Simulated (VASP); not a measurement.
# LiH (Fm-3m) in VASP: further runs

Runs on LiH. Level: PBE. Tasks: single point.

Everything below comes from runs of VASP 6.6.1. Logs are shortened: lines on timing, memory, paths and dates and some standing lists are left out, and cuts for length are marked.

## Step 1: The cell of the first run

The structure is cubic, space group Fm-3m (No. 225). The conventional cell has a = 3.883 Å, b = 3.883 Å, c = 3.883 Å, α = 90.00°, β = 90.00°, γ = 90.00°. Within 2.6 Å of Li (site symmetry m-3m) lie 6 H at 1.94 Å. Within 2.6 Å of H (site symmetry m-3m) lie 6 Li at 1.94 Å.

## Step 2: Single point, PBE (volume scaled by 0.91)

Contents of INCAR:

```
SYSTEM = LiH
ALGO = Normal
EDIFF = 1E-6
ENCUT = 520
GGA = PE
ISIF = 2
ISMEAR = 0
LASPH = .TRUE.
LCHARG = .FALSE.
LREAL = .FALSE.
LWAVE = .FALSE.
NBANDS = 9
NELM = 80
PREC = Accurate
SIGMA = 0.02
```

Contents of KPOINTS:

```
k-points
0
G
  10 10 10
  0 0 0
```

Contents of POSCAR:

```
LiH
1.0
    0.0000000000      1.9413977629      1.9413977629
    1.9413977629      0.0000000000      1.9413977629
    1.9413977629      1.9413977629      0.0000000000
Li H
1 1
Direct
    0.0000000000      0.0000000000      0.0000000000
    0.5000000000      0.5000000000      0.5000000000
```

Potentials or basis: VASP PAW PBE potentials, release 64 (Li_sv, H).

On the command line:

```
cat potpaw_PBE.64/Li_sv/POTCAR potpaw_PBE.64/H/POTCAR > POTCAR
mpirun -np 1 vasp_std > vasp.out
```

OUTCAR:

```text
SYSTEM = LiH
   EDIFF = 1E-6
   ENCUT = 520
   GGA = PE
   ISIF = 2
   ISMEAR = 0
   LASPH = .TRUE.
   LREAL = .FALSE.
   NELM = 80
   PREC = Accurate

 ion  position               nearest neighbor table
   1  0.000  0.000  0.000-
   2  0.500  0.500  0.500-

  LATTYP: Found a face centered cubic cell.
 ALAT       =     3.8827955258

  Lattice vectors:

 A1 = (   0.0000000000,   1.9413977629,   1.9413977629)
 A2 = (   1.9413977629,   0.0000000000,   1.9413977629)
 A3 = (   1.9413977629,   1.9413977629,   0.0000000000)

Analysis of symmetry for initial positions (statically):
=====================================================================
 Subroutine PRICEL returns:
 Original cell was already a primitive cell.

 Routine SETGRP: Setting up the symmetry group for a
 face centered cubic supercell.

 Subroutine GETGRP returns: Found 48 space group operations
 (whereof 48 operations were pure point group operations)
 out of a pool of 48 trial point group operations.

The static configuration has the point symmetry O_h .

Analysis of symmetry for dynamics (positions and initial velocities):
=====================================================================
 Subroutine PRICEL returns:
 Original cell was already a primitive cell.

 Routine SETGRP: Setting up the symmetry group for a
 face centered cubic supercell.

 Subroutine GETGRP returns: Found 48 space group operations
 (whereof 48 operations were pure point group operations)
 out of a pool of 48 trial point group operations.

The dynamic configuration has the point symmetry O_h .

 Subroutine INISYM returns: Found 48 space group operations
 (whereof 48 operations are pure point group operations),
 and found     1 'primitive' translations

----------------------------------------------------------------------------------------

                                     Primitive cell

  volume of cell :      14.6344

  direct lattice vectors                    reciprocal lattice vectors
     0.000000000  1.941397763  1.941397763    -0.257546398  0.257546398  0.257546398
     1.941397763  0.000000000  1.941397763     0.257546398 -0.257546398  0.257546398
     1.941397763  1.941397763  0.000000000     0.257546398  0.257546398 -0.257546398

  length of vectors
     2.745551046  2.745551046  2.745551046     0.446083446  0.446083446  0.446083446

  position of ions in fractional coordinates (direct lattice)
     0.000000000  0.000000000  0.000000000
     0.500000000  0.500000000  0.500000000

  ion indices of the primitive-cell ions
   primitive index   ion index
                 1           1
                 2           2

----------------------------------------------------------------------------------------

 KPOINTS: k-points

Automatic generation of k-mesh.
 Grid dimensions read from file:
 generate k-points for:   10   10   10

 Generating k-lattice:

  Cartesian coordinates                     Fractional coordinates (reciprocal lattice)
    -0.025754640  0.025754640  0.025754640     0.100000000  0.000000000  0.000000000
     0.025754640 -0.025754640  0.025754640     0.000000000  0.100000000  0.000000000
     0.025754640  0.025754640 -0.025754640     0.000000000  0.000000000  0.100000000

  Length of vectors
     0.044608345  0.044608345  0.044608345

  Shift w.r.t. Gamma in fractional coordinates (k-lattice)
     0.000000000  0.000000000  0.000000000

 Subroutine IBZKPT returns following result:
 ===========================================

 Found     47 irreducible k-points:

 Following reciprocal coordinates:
            Coordinates               Weight
  0.000000  0.000000  0.000000      1.000000
  0.100000  0.000000  0.000000      8.000000
  0.200000  0.000000  0.000000      8.000000
  0.300000  0.000000  0.000000      8.000000
  0.400000  0.000000  0.000000      8.000000
  0.500000  0.000000  0.000000      4.000000
[... 16 lines left out ...]
  0.300000  0.300000  0.000000      6.000000
  0.400000  0.300000  0.000000     24.000000
 [... further k-points ...]
   k-points           NKPTS =     47   k-points in BZ     NKDIM =     47   number of bands    NBANDS=      9
   number of dos      NEDOS =    301   number of ions     NIONS =      2
   total plane-waves  NPLWV =   8000
   dimension x,y,z NGX =    20 NGY =   20 NGZ =   20
   dimension x,y,z NGXF=    40 NGYF=   40 NGZF=   40
   ions per type =               1   1
   NGX,Y,Z   is equivalent  to a cutoff of  12.11, 12.11, 12.11 a.u.
   NGXF,Y,Z  is equivalent  to a cutoff of  24.22, 24.22, 24.22 a.u.
 SYSTEM =  LiH
   PREC   = accura    normal or accurate (medium, high low for compatibility)
   ISTART =      0    job   : 0-new  1-cont  2-samecut
   ICHARG =      2    charge: 1-file 2-atom 10-const
   ISPIN  =      1    spin polarized calculation?
   LNONCOLLINEAR =      F non collinear calculations
   LSORBIT =      F    spin-orbit coupling
   LASPH  =      T    aspherical Exc in radial PAW
   ENCUT  =  520.0 eV  38.22 Ry    6.18 a.u.   5.10  5.10  5.10*2*pi/ulx,y,z
   NELM   =     80;   NELMIN=  2; NELMDL= -5     # of ELM steps
   EDIFF  = 0.1E-05   stopping-criterion for ELM
   LREAL  =      F    real-space projection
   EDIFFG = 0.1E-04   stopping-criterion for IOM
   NSW    =      0    number of steps for IOM
   IBRION =     -1    ionic relax: 0-MD 1-quasi-New 2-CG
   NFREE  =      0    steps in history (QN), initial steepest desc. (CG)
   ISIF   =      2    stress and relaxation
   ISYM   =      2    0-nonsym 1-usesym 2-fastsym
   POTIM  = 0.5000    time-step for ionic-motion
   TEBEG  =    0.0;   TEEND  =   0.0 temperature during run
   PSTRESS=    0.0 pullay stress
   NELECT =       4.0000    total number of electrons
   NUPDOWN=      -1.0000    fix difference up-down
   EMIN   =  10.00;   EMAX   =-10.00  energy-range for DOS
   EFERMI =   0.00;   METHOD = LEGACY
   ISMEAR =     0;   SIGMA  =   0.02  broadening in eV -4-tet -1-fermi 0-gaus
   EFERMI_NEDOS =   21; number of points for ismear=-14 and -15
   IALGO  =     38    algorithm
   IMIX   =      4    mixing-type and parameters
     AMIX     =   0.40;   BMIX     =  1.00
     AMIX_MAG =   1.60;   BMIX_MAG =  1.00
  volume/ion in A,a.u.               =       7.32        49.38
  Fermi-wavevector in a.u.,A,eV,Ry     =   1.062438  2.007717 15.357912  1.128775
  Thomas-Fermi vector in A             =   2.197889
   LORBIT       =      0    0 simple, 1 ext, 2 COOP (PROOUT), +10 PAW based schemes
   GGA     = PE    functional components
   LHFCALC =     F    Hartree Fock is set to
   AEXX    =    0.0000 exact exchange contribution
   IVDW    =     0    specifies the selected vdW correction
   LEPSILON=     F    determine dielectric tensor
   LRPA    =     F    only Hartree local field effects (RPA)
 non-spin polarized calculation
 Gauss-broadening in eV      SIGMA  =   0.02
  energy-cutoff  :      520.00
  volume of cell :       14.63
 maximum number of plane-waves:       411
   NGX = 11   NGY = 11   NGZ = 11

 number of electron       3.9999992 magnetization

 Free energy of the ion-electron system (eV)
  ---------------------------------------------------
  ext. energy  EPLUGINS =         0.00000000
  ---------------------------------------------------
  free energy    TOTEN  =        -6.11009274 eV

  energy without entropy =       -6.11009274  energy(sigma->0) =       -6.11009274

 E-fermi :   0.8144     XC(G=0):  -8.8242

 val. band max:        0.5620696485   @ k =   0.5000   0.5000   0.0000
 cond. band min:       3.4621931386   @ k =   0.5000   0.5000   0.0000
 fundamental gap:      2.9001234901
 Fermi energy:         0.8143727010

 k-point     1 :       0.0000    0.0000    0.0000
  band No.  band energies     occupation
      1     -43.6582      2.00000
      2      -5.2400      2.00000
      3      17.9256      0.00000
      4      19.4545      0.00000
      5      19.4545      0.00000
      6      19.4545      0.00000
      7      24.3516      0.00000
      8      24.3516      0.00000
      9      24.3516      0.00000

 k-point     2 :       0.1000    0.0000    0.0000
  band No.  band energies     occupation
      1     -43.6516      2.00000
      2      -5.0579      2.00000
      3      16.1658      0.00000
      4      18.5167      0.00000
      5      19.0276      0.00000
      6      19.0276      0.00000
      7      23.7726      0.00000
      8      25.2652      0.00000
      9      25.2652      0.00000

 k-point     3 :       0.2000    0.0000    0.0000
  band No.  band energies     occupation
      1     -43.6350      2.00000
      2      -4.5266      2.00000
      3      12.5802      0.00000
      4      17.2049      0.00000
      5      18.3469      0.00000
      6      18.3469      0.00000
      7      24.7166      0.00000
      8      25.0785      0.00000
      9      25.0785      0.00000

 k-point     4 :       0.3000    0.0000    0.0000
  band No.  band energies     occupation
      1     -43.6146      2.00000
      2      -3.7067      2.00000
      3       9.2117      0.00000
      4      16.0737      0.00000
      5      17.9393      0.00000
      6      17.9393      0.00000
      7      22.8644      0.00000
      8      22.8644      0.00000
      9      26.4236      0.00000

 k-point     5 :       0.4000    0.0000    0.0000
  band No.  band energies     occupation
      1     -43.5979      2.00000
      2      -2.8055      2.00000
      3       6.7140      0.00000
      4      15.3307      0.00000
      5      17.8844      0.00000
      6      17.8844      0.00000
      7      21.2525      0.00000
      8      21.2525      0.00000
      9      28.4530      0.00000

 k-point     6 :       0.5000    0.0000    0.0000
  band No.  band energies     occupation
      1     -43.5916      2.00000
      2      -2.3551      2.00000
      3       5.7222      0.00000
      4      15.0738      0.00000
      5      17.9575      0.00000
      6      17.9575      0.00000
      7      20.6166      0.00000
      8      20.6166      0.00000
      9      29.6515      0.00000
[... 169 lines left out ...]
 k-point    21 :      -0.3000    0.2000    0.0000
  band No.  band energies     occupation
      1     -43.5922      2.00000
      2      -2.3701      2.00000
      3       7.6465      0.00000
      4      10.2911      0.00000
      5      16.6923      0.00000
      6      17.3154      0.00000
      7      24.4040      0.00000
      8      27.6199      0.00000
      9      28.6611      0.00000

 k-point    22 :      -0.2000    0.2000    0.0000
  band No.  band energies     occupation
      1     -43.6077      2.00000
      2      -3.3503      2.00000
      3      10.4530      0.00000
      4      10.8502      0.00000
      5      17.5547      0.00000
      6      18.5064      0.00000
      7      23.5703      0.00000
      8      25.8030      0.00000
      9      27.5396      0.00000

 k-point    23 :       0.3000    0.3000    0.0000
  band No.  band energies     occupation
      1     -43.6011      2.00000
      2      -2.9197      2.00000
      3       9.5893      0.00000
      4      13.3782      0.00000
      5      13.3782      0.00000
      6      16.7282      0.00000
      7      19.2756      0.00000
      8      30.9006      0.00000
      9      33.4313      0.00000

 k-point    24 :       0.4000    0.3000    0.0000
  band No.  band energies     occupation
      1     -43.5883      2.00000
      2      -1.9783      2.00000
      3       7.5340      0.00000
      4      11.4954      0.00000
      5      12.9069      0.00000
      6      17.6431      0.00000
      7      19.3429      0.00000
      8      31.9808      0.00000
      9      32.3604      0.00000

 [... further k-points ...]
[... 5 lines left out ...]
  --------------------------------------------------------------------------------------
  -------------------------------------------------------------------------------------
  Total        0.3406998      0.3406998      0.3406998     -0.0000000      0.0000000     -0.0000000
  in kB       37.3000076     37.3000076     37.3000076     -0.0000000      0.0000000     -0.0000000
  external PRESSURE =      37.3000076 kB  Pullay stress =       0.0000000 kB

 VOLUME and BASIS-vectors are now :
 -----------------------------------------------------------------------------
  energy-cutoff  :      520.00
  volume of cell :       14.63
      direct lattice vectors                 reciprocal lattice vectors
     0.000000000  1.941397763  1.941397763    -0.257546398  0.257546398  0.257546398
     1.941397763  0.000000000  1.941397763     0.257546398 -0.257546398  0.257546398
     1.941397763  1.941397763  0.000000000     0.257546398  0.257546398 -0.257546398

 POSITION                                       TOTAL-FORCE (eV/Angst)
 -----------------------------------------------------------------------------------
      0.00000      0.00000      0.00000         0.000000      0.000000      0.000000
      1.94140      1.94140      1.94140         0.000000     -0.000000     -0.000000
 -----------------------------------------------------------------------------------
    total drift:                                0.000000     -0.000000      0.000000

  FREE ENERGIE OF THE ION-ELECTRON SYSTEM (eV)
  ---------------------------------------------------
  free  energy   TOTEN  =        -6.1100927353 eV

  energy  without entropy=       -6.1100927353  energy(sigma->0) =       -6.11009274
```

Wall time 4.8 s (1 thread of Intel Xeon 6975P-C, shared host); peak memory 0.12 GiB.

What came out:

```yaml
Free_energy: -6.1101 eV
Band_gap_on_the_k_mesh: 2.90 eV, direct
```

Caveat: the cutoff is under 1.25 times the usual one of these potentials, so pressure, stress and relaxed cells hold a basis-set (Pulay) error. A k mesh can miss the band edges.

## Step 3: Single point, PBE (volume scaled by 0.88)

Contents of INCAR:

```
SYSTEM = LiH
PREC     = Accurate       ! precision mode
ENCUT    = 520            ! plane-wave cutoff, eV
EDIFF    = 1E-6           ! SCF threshold, eV
ISMEAR   = 0              ! smearing method
SIGMA    = 0.02           ! smearing width, eV
LREAL    = .FALSE.        ! projectors in reciprocal space
LASPH    = .TRUE.         ! aspherical terms in the spheres
NELM     = 60             ! most SCF steps
ALGO     = Normal         ! electronic algorithm
ISIF     = 2              ! what is computed and relaxed
LWAVE    = .FALSE.        ! write WAVECAR
LCHARG   = .TRUE.         ! write CHGCAR
GGA      = PE             ! functional
LELF     = .TRUE.         ! ELF
LVHAR    = .TRUE.       
NBANDS   = 9              ! bands
```

Contents of KPOINTS:

```
Automatic mesh
0
G
  10 10 10
  0 0 0
```

Contents of POSCAR:

```
LiH
1.0
    0.0000000000      1.9198248910      1.9198248910
    1.9198248910      0.0000000000      1.9198248910
    1.9198248910      1.9198248910      0.0000000000
Li H
1 1
Direct
    0.0000000000      0.0000000000      0.0000000000
    0.5000000000      0.5000000000      0.5000000000
```

Potentials or basis: VASP PAW PBE potentials, release 64 (Li_sv, H).

On the command line:

```
cat potpaw_PBE.64/Li_sv/POTCAR potpaw_PBE.64/H/POTCAR > POTCAR
mpirun -np 1 vasp_std > vasp.out
```

Run time: 5.8 s. Hardware: 1 thread of Intel Xeon 6975P-C, shared host; peak memory 0.12 GiB.

Results (log left out):

| Property | Result |
| --- | --- |
| Free energy | -6.0954 eV |
| Band gap on the k mesh | 2.87 eV, direct |

Levels at points of the mesh, in eV from the valence-band top:
```
           k point  band 1  band 2  band 3  band 4  band 5  band 6
(0.00, 0.00, 0.00)  -44.20   -5.93   17.84   19.26   19.26   19.26
(0.50, 0.00, 0.00)  -44.13   -3.02    5.25   14.82   17.72   17.72
(0.50, 0.50, 0.00)  -44.11    0.00    2.87   11.46   11.46   14.79
```

Caveat: the cutoff is under 1.25 times the usual one of these potentials, so pressure, stress and relaxed cells hold a basis-set (Pulay) error.
